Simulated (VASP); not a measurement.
# Al (Fmmm) in VASP: a series of runs

Runs on Al. Level: PBE. Tasks: single point.

Everything below comes from runs of VASP 6.6.1. Logs are shortened: lines on timing, memory, paths and dates and some standing lists are left out, and cuts for length are marked.

### Step 1. The cell of the first run

It takes space group Fmmm (No. 69, orthorhombic). Conventional cell: a = 4.028 Å, b = 4.048 Å, c = 4.068 Å, α = 90.00°, β = 90.00°, γ = 90.00°. Al (site symmetry mmm) has 12 Al at 2.86 to 2.87 Å within 3.8 Å.

### Step 2. Single point, PBE (strain +0.0050 x Voigt [1, -1, 0, 0, 0, 0])

Input file INCAR:

```
  ALGO = Fast
  EDIFF = 1E-7
  ENCUT = 520
  GGA = PE
  ISIF = 2
  ISMEAR = 0
  LASPH = True
  LCHARG = True
  LELF = True
  LREAL = False
  LVHAR = True
  LWAVE = False
  NBANDS = 8
  NELM = 80
  PREC = Accurate
  SIGMA = 0.15
```

Input file KPOINTS:

```
k-points
0
Gamma
  20 20 20
```

Input file POSCAR:

```
Al
1.0
    0.0000000000      2.0138601000      2.0239800000
    2.0340999000      0.0000000000      2.0239800000
    2.0340999000      2.0138601000      0.0000000000
Al
1
Direct
    0.0000000000      0.0000000000      0.0000000000
```

Potentials or basis: VASP PAW PBE potentials, release 64 (Al).

Launch:

```
$ cat potpaw_PBE.64/Al/POTCAR > POTCAR
$ mpirun -np 1 vasp_std > vasp.out
```

OUTCAR:

```text
EDIFF = 1E-7
   ENCUT = 520
   GGA = PE
   ISIF = 2
   ISMEAR = 0
   LASPH = True
   LREAL = False
   NELM = 80
   PREC = Accurate

 ion  position               nearest neighbor table
   1  0.000  0.000  0.000-

  LATTYP: Found a face centered orthorhombic cell.
 ALAT       =     4.0277202000
 B/A-ratio  =     1.0050251256
 C/A-ratio  =     1.0100502513

  Lattice vectors:

 A1 = (  -2.0340999000,   0.0000000000,  -2.0239800000)
 A2 = (  -2.0340999000,   2.0138601000,   0.0000000000)
 A3 = (   0.0000000000,   2.0138601000,  -2.0239800000)

Analysis of symmetry for initial positions (statically):
=====================================================================
 Subroutine PRICEL returns:
 Original cell was already a primitive cell.

 Routine SETGRP: Setting up the symmetry group for a
 face centered orthorhombic supercell.

 Subroutine GETGRP returns: Found  8 space group operations
 (whereof  8 operations were pure point group operations)
 out of a pool of  8 trial point group operations.

The static configuration has the point symmetry D_2h.

Analysis of symmetry for dynamics (positions and initial velocities):
=====================================================================
 Subroutine PRICEL returns:
 Original cell was already a primitive cell.

 Routine SETGRP: Setting up the symmetry group for a
 face centered orthorhombic supercell.

 Subroutine GETGRP returns: Found  8 space group operations
 (whereof  8 operations were pure point group operations)
 out of a pool of  8 trial point group operations.

The dynamic configuration has the point symmetry D_2h.

 Subroutine INISYM returns: Found  8 space group operations
 (whereof  8 operations are pure point group operations),
 and found     1 'primitive' translations

----------------------------------------------------------------------------------------

                                     Primitive cell

  volume of cell :      16.5820

  direct lattice vectors                    reciprocal lattice vectors
     0.000000000  2.013860100  2.023980000    -0.245808969  0.248279411  0.247038014
     2.034099900  0.000000000  2.023980000     0.245808969 -0.248279411  0.247038014
     2.034099900  2.013860100  0.000000000     0.245808969  0.248279411 -0.247038014

  length of vectors
     2.855193083  2.869504738  2.862375745     0.427893089  0.427893089  0.427893089

  position of ions in fractional coordinates (direct lattice)
     0.000000000  0.000000000  0.000000000

  ion indices of the primitive-cell ions
   primitive index   ion index
                 1           1

----------------------------------------------------------------------------------------

 KPOINTS: k-points

Automatic generation of k-mesh.
 Grid dimensions read from file:
 generate k-points for:   20   20   20

 Generating k-lattice:

  Cartesian coordinates                     Fractional coordinates (reciprocal lattice)
    -0.012290448  0.012413971  0.012351901     0.050000000  0.000000000  0.000000000
     0.012290448 -0.012413971  0.012351901    -0.000000000  0.050000000 -0.000000000
     0.012290448  0.012413971 -0.012351901     0.000000000  0.000000000  0.050000000

  Length of vectors
     0.021394654  0.021394654  0.021394654

  Shift w.r.t. Gamma in fractional coordinates (k-lattice)
     0.000000000  0.000000000  0.000000000

 Subroutine IBZKPT returns following result:
 ===========================================

 Found   1166 irreducible k-points:

 Following reciprocal coordinates:
            Coordinates               Weight
  0.000000  0.000000  0.000000      1.000000
  0.050000  0.000000  0.000000      8.000000
  0.100000  0.000000  0.000000      8.000000
  0.150000  0.000000 -0.000000      8.000000
  0.200000  0.000000  0.000000      8.000000
  0.250000  0.000000  0.000000      8.000000
[... 16 lines left out ...]
 -0.400000  0.050000 -0.000000      8.000000
 -0.350000  0.050000 -0.000000      8.000000
 [... further k-points ...]
   k-points           NKPTS =   1166   k-points in BZ     NKDIM =   1166   number of bands    NBANDS=      8
   number of dos      NEDOS =    301   number of ions     NIONS =      1
   total plane-waves  NPLWV =  13824
   dimension x,y,z NGX =    24 NGY =   24 NGZ =   24
   dimension x,y,z NGXF=    48 NGYF=   48 NGZF=   48
   ions per type =               1
   NGX,Y,Z   is equivalent  to a cutoff of  13.97, 13.90, 13.94 a.u.
   NGXF,Y,Z  is equivalent  to a cutoff of  27.95, 27.81, 27.88 a.u.
 SYSTEM =  unknown system
   PREC   = accura    normal or accurate (medium, high low for compatibility)
   ISTART =      0    job   : 0-new  1-cont  2-samecut
   ICHARG =      2    charge: 1-file 2-atom 10-const
   ISPIN  =      1    spin polarized calculation?
   LNONCOLLINEAR =      F non collinear calculations
   LSORBIT =      F    spin-orbit coupling
   LASPH  =      T    aspherical Exc in radial PAW
   ENCUT  =  520.0 eV  38.22 Ry    6.18 a.u.   5.31  5.34  5.32*2*pi/ulx,y,z
   NELM   =     80;   NELMIN=  2; NELMDL= -5     # of ELM steps
   EDIFF  = 0.1E-06   stopping-criterion for ELM
   LREAL  =      F    real-space projection
   EDIFFG = 0.1E-05   stopping-criterion for IOM
   NSW    =      0    number of steps for IOM
   IBRION =     -1    ionic relax: 0-MD 1-quasi-New 2-CG
   NFREE  =      0    steps in history (QN), initial steepest desc. (CG)
   ISIF   =      2    stress and relaxation
   ISYM   =      2    0-nonsym 1-usesym 2-fastsym
   POTIM  = 0.5000    time-step for ionic-motion
   TEBEG  =    0.0;   TEEND  =   0.0 temperature during run
   PSTRESS=    0.0 pullay stress
   NELECT =       3.0000    total number of electrons
   NUPDOWN=      -1.0000    fix difference up-down
   EMIN   =  10.00;   EMAX   =-10.00  energy-range for DOS
   EFERMI =   0.00;   METHOD = LEGACY
   ISMEAR =     0;   SIGMA  =   0.15  broadening in eV -4-tet -1-fermi 0-gaus
   EFERMI_NEDOS =   21; number of points for ismear=-14 and -15
   IALGO  =     68    algorithm
   IMIX   =      4    mixing-type and parameters
     AMIX     =   0.40;   BMIX     =  1.00
     AMIX_MAG =   1.60;   BMIX_MAG =  1.00
  volume/ion in A,a.u.               =      16.58       111.90
  Fermi-wavevector in a.u.,A,eV,Ry     =   0.925911  1.749718 11.664431  0.857311
  Thomas-Fermi vector in A             =   2.051817
   LORBIT       =      0    0 simple, 1 ext, 2 COOP (PROOUT), +10 PAW based schemes
   GGA     = PE    functional components
   LHFCALC =     F    Hartree Fock is set to
   AEXX    =    0.0000 exact exchange contribution
   IVDW    =     0    specifies the selected vdW correction
   LEPSILON=     F    determine dielectric tensor
   LRPA    =     F    only Hartree local field effects (RPA)
 non-spin polarized calculation
 RMM-DIIS sequential band-by-band and
 Gauss-broadening in eV      SIGMA  =   0.15
  energy-cutoff  :      520.00
  volume of cell :       16.58
 maximum number of plane-waves:       459
 NGX is ok and might be reduce to    24
   NGX = 11   NGY = 11   NGZ = 11

 number of electron       3.0000000 magnetization

 Free energy of the ion-electron system (eV)
  ---------------------------------------------------
  ext. energy  EPLUGINS =         0.00000000
  ---------------------------------------------------
  free energy    TOTEN  =        -3.74756087 eV

  energy without entropy =       -3.74267978  energy(sigma->0) =       -3.74512032

 E-fermi :   7.9903     XC(G=0): -10.1789

 val. band max:        7.9877966232   @ k =  -0.4000   0.0000   0.4000
 cond. band min:       7.9929659055   @ k =   0.5000  -0.2000   0.3000
 fundamental gap:      0.0051692822
 Fermi energy:         7.9903108072

 k-point     1 :       0.0000    0.0000    0.0000
  band No.  band energies     occupation
      1      -3.1520      2.00000
      2      20.4866      0.00000
      3      20.5409      0.00000
      4      20.5948      0.00000
      5      21.9790      0.00000
      6      21.9948      0.00000
      7      22.0100      0.00000
      8      24.3789      0.00000

 k-point     2 :       0.0500    0.0000    0.0000
  band No.  band energies     occupation
      1      -3.0843      2.00000
      2      19.2297      0.00000
      3      20.2422      0.00000
      4      20.3050      0.00000
      5      22.3588      0.00000
      6      22.3752      0.00000
      7      22.5394      0.00000
      8      25.0971      0.00000

 k-point     3 :       0.1000    0.0000    0.0000
  band No.  band energies     occupation
      1      -2.8812      2.00000
      2      17.2518      0.00000
      3      19.7740      0.00000
      4      19.8457      0.00000
      5      22.6632      0.00000
      6      23.1225      0.00000
      7      23.1362      0.00000
      8      25.8694      0.00000

 k-point     4 :       0.1500    0.0000   -0.0000
  band No.  band energies     occupation
      1      -2.5434      2.00000
      2      15.2348      0.00000
      3      19.3424      0.00000
      4      19.4279      0.00000
      5      22.5413      0.00000
      6      23.8247      0.00000
      7      23.8953      0.00000
      8      25.1248      0.00000

 k-point     5 :       0.2000    0.0000    0.0000
  band No.  band energies     occupation
      1      -2.0719      2.00000
      2      13.2667      0.00000
      3      18.9998      0.00000
      4      19.1012      0.00000
      5      22.3808      0.00000
      6      23.3998      0.00000
      7      23.6707      0.00000
      8      25.6154      0.00000

 k-point     6 :       0.2500    0.0000    0.0000
  band No.  band energies     occupation
      1      -1.4678      2.00000
      2      11.3778      0.00000
      3      18.7611      0.00000
      4      18.8790      0.00000
      5      22.2581      0.00000
      6      22.5140      0.00000
      7      22.7940      0.00000
      8      26.6617      0.00000

 k-point     7 :       0.3000    0.0000   -0.0000
  band No.  band energies     occupation
      1      -0.7330      2.00000
      2       9.5826      0.00000
      3      18.6316      0.00000
      4      18.7665      0.00000
      5      21.6578      0.00000
      6      21.9254      0.00000
      7      22.2133      0.00000
      8      25.7849      0.00000
[... 133 lines left out ...]
 k-point    20 :       0.4500    0.0500    0.0000
  band No.  band energies     occupation
      1       1.9077      2.00000
      2       5.3690      2.00000
      3      17.9299      0.00000
      4      18.5066      0.00000
      5      19.2903      0.00000
      6      21.0471      0.00000
      7      23.3714      0.00000
      8      24.3290      0.00000

 k-point    21 :       0.5000    0.0500    0.0000
  band No.  band energies     occupation
      1       3.0952      2.00000
      2       3.9832      2.00000
      3      18.0145      0.00000
      4      18.2209      0.00000
      5      19.5978      0.00000
      6      20.5676      0.00000
      7      23.6833      0.00000
      8      23.8227      0.00000

 k-point    22 :      -0.4500    0.0500   -0.0000
  band No.  band energies     occupation
      1       2.6889      2.00000
      2       4.4291      2.00000
      3      17.6386      0.00000
      4      18.6257      0.00000
      5      20.0199      0.00000
      6      20.2018      0.00000
      7      23.3498      0.00000
      8      24.1850      0.00000

 k-point    23 :      -0.4000    0.0500   -0.0000
  band No.  band energies     occupation
      1       1.5368      2.00000
      2       5.8586      2.00000
      3      17.3793      0.00000
      4      19.1416      0.00000
      5      19.9504      0.00000
      6      20.5573      0.00000
      7      23.0372      0.00000
      8      24.7489      0.00000

 k-point    24 :      -0.3500    0.0500   -0.0000
  band No.  band energies     occupation
      1       0.5055      2.00000
      2       7.4041      2.00000
      3      17.2368      0.00000
      4      19.6973      0.00000
      5      19.8866      0.00000
      6      21.2032      0.00000
      7      22.8383      0.00000
      8      25.4098      0.00000

 [... further k-points ...]

------------------------ aborting loop because EDIFF is reached ----------------------------------------

  FORCE on cell =-STRESS in cart. coord.  units (eV):
  Direction    XX          YY          ZZ          XY          YZ          ZX
  --------------------------------------------------------------------------------------
  -------------------------------------------------------------------------------------
  Total       -0.0520575     -0.0447151     -0.0434042      0.0000000     -0.0000000      0.0000000
  in kB       -5.0298664     -4.3204316     -4.1937673      0.0000000     -0.0000000      0.0000000
  external PRESSURE =      -4.5146884 kB  Pullay stress =       0.0000000 kB

 VOLUME and BASIS-vectors are now :
 -----------------------------------------------------------------------------
  energy-cutoff  :      520.00
  volume of cell :       16.58
      direct lattice vectors                 reciprocal lattice vectors
     0.000000000  2.013860100  2.023980000    -0.245808969  0.248279411  0.247038014
     2.034099900  0.000000000  2.023980000     0.245808969 -0.248279411  0.247038014
     2.034099900  2.013860100  0.000000000     0.245808969  0.248279411 -0.247038014

 POSITION                                       TOTAL-FORCE (eV/Angst)
 -----------------------------------------------------------------------------------
      0.00000      0.00000      0.00000        -0.000000      0.000000      0.000000
 -----------------------------------------------------------------------------------
    total drift:                               -0.000000      0.000000      0.000000

  FREE ENERGIE OF THE ION-ELECTRON SYSTEM (eV)
  ---------------------------------------------------
  free  energy   TOTEN  =        -3.7475608661 eV

  energy  without entropy=       -3.7426797785  energy(sigma->0) =       -3.74512032
```

Run time: 78 s. Hardware: 1 thread of Intel Xeon 6975P-C, shared host; peak memory 0.25 GiB.

Results:

```yaml
Free_energy: -3.7476 eV
Pressure: -0.5 GPa
```

Caveat: the cell differs from its parent crystal (strain +0.0050 x Voigt [1, -1, 0, 0, 0, 0]).

### Step 3. Single point, PBE (strain +0.0175 x Voigt [1, -1, 0, 0, 0, 0])

Input file INCAR:

```
PREC     = Accurate       # precision mode
ENCUT    = 520            # plane-wave cutoff, eV
EDIFF    = 1E-7           # SCF threshold, eV
ISMEAR   = 0              # smearing method
SIGMA    = 0.15           # smearing width, eV
LREAL    = False          # projectors in reciprocal space
LASPH    = True           # aspherical terms in the spheres
NELM     = 60             # most SCF steps
ALGO     = Fast           # electronic algorithm
ISIF     = 2              # what is computed and relaxed
LWAVE    = False          # write WAVECAR
LCHARG   = True           # write CHGCAR
GGA      = PE             # functional
LELF     = True           # ELF
LVHAR    = True         
NBANDS   = 8              # bands
```

Input file KPOINTS:

```
Automatic mesh
0
Gamma
  20 20 20
```

Input file POSCAR:

```
Al
1.0
    0.0000000000      1.9885603500      2.0239800000
    2.0593996500      0.0000000000      2.0239800000
    2.0593996500      1.9885603500      0.0000000000
Al
1
Direct
    0.0000000000      0.0000000000      0.0000000000
```

Potentials or basis: VASP PAW PBE potentials, release 64 (Al).

Launch:

```
$ cat potpaw_PBE.64/Al/POTCAR > POTCAR
$ mpirun -np 1 vasp_std > vasp.out
```

It took 78 s on 1 thread of Intel Xeon 6975P-C, shared host; peak memory 0.25 GiB.

Results (log left out):

| Property | Result |
| --- | --- |
| Free energy | -3.7467 eV |
| Pressure | -0.4 GPa |

Stress tensor (GPa, compression positive):
```
-1.34  0.00  0.00
 0.00  0.21  0.00
 0.00  0.00 -0.07
```

Levels at points of the mesh, in eV from the Fermi level:
```
           k point  band 1  band 2  band 3  band 4
(0.00, 0.00, 0.00)  -11.13   12.38   12.57   12.76
(0.50, 0.00, 0.00)   -4.60   -4.40   10.93   11.06
(0.50, 0.50, 0.00)   -2.95   -1.63    5.24    5.43
(0.50, 0.00, 0.50)   -2.69   -1.27    5.03    5.16
(0.00, 0.50, 0.50)   -3.19   -1.99    5.43    5.81
```

Caveat: the cell differs from its parent crystal (strain +0.0175 x Voigt [1, -1, 0, 0, 0, 0]).

### Step 4. Single point, PBE (strain +0.0125 x Voigt [1, -1, 0, 0, 0, 0])

Input file INCAR:

```
  PREC = Accurate
  ENCUT = 520
  EDIFF = 1E-6
  ISMEAR = 0
  SIGMA = 0.15
  LREAL = False
  LASPH = True
  NELM = 80
  ALGO = Fast
  ISIF = 2
  LWAVE = False
  LCHARG = False
  GGA = PE
  NBANDS = 8
```

KPOINTS is that of step 3.

Input file POSCAR:

```
Al
1.0
    0.0000000000      1.9986802500      2.0239800000
    2.0492797500      0.0000000000      2.0239800000
    2.0492797500      1.9986802500      0.0000000000
Al
1
Direct
    0.0000000000      0.0000000000      0.0000000000
```

Launch:

```
$ cat potpaw_PBE.64/Al/POTCAR > POTCAR
$ mpirun -np 1 vasp_std > vasp.out
```

Run time: 65 s. Hardware: 1 thread of Intel Xeon 6975P-C, shared host; peak memory 0.24 GiB.

Results (log left out):

- Free energy: -3.7473 eV
- Pressure: -0.4 GPa

Stress tensor (GPa, compression positive):
```
-0.94  0.00  0.00
 0.00 -0.12  0.00
 0.00  0.00 -0.22
```

Levels at points of the mesh, in eV from the Fermi level:
```
           k point  band 1  band 2  band 3  band 4  band 5
(0.00, 0.00, 0.00)  -11.14   12.42   12.56   12.70   13.97
(0.50, 0.00, 0.00)   -4.61   -4.41   11.04   11.15   11.57
(0.50, 0.50, 0.00)   -2.95   -1.64    5.23    5.45    5.63
(0.50, 0.00, 0.50)   -2.77   -1.38    5.08    5.26    5.35
(0.00, 0.50, 0.50)   -3.12   -1.89    5.36    5.72    5.81
```

Caveat: the cell differs from its parent crystal (strain +0.0125 x Voigt [1, -1, 0, 0, 0, 0]).

### Step 5. Summary

| cell | further INCAR settings | gap on the mesh (eV) | pressure (GPa) |
| --- | --- | --- | --- |
| a = 2.855, b = 2.870, c = 2.862 Å, angles 59.8, 60.2, 60.0°, 1 atom | ALGO = Fast; EDIFF = 1e-07; NBANDS = 8 | none | -0.5 |
| a = 2.837, b = 2.887, c = 2.863 Å, angles 59.1, 60.9, 60.0°, 1 atom | ALGO = Fast; EDIFF = 1e-07; NBANDS = 8 | none | -0.4 |
| a = 2.845, b = 2.880, c = 2.863 Å, angles 59.4, 60.6, 60.0°, 1 atom | ALGO = Fast; EDIFF = 1e-06; NBANDS = 8 | none | -0.4 |

Alike in all rows: task single point; level PBE; potentials or basis VASP PAW PBE potentials, release 64 (Al); no spin polarisation; k mesh 20 × 20 × 20; cutoff (eV) 520; smearing gaussian 0.15 eV.

Total energies depend on the potentials used, so only differences within one code and one set of settings carry meaning.
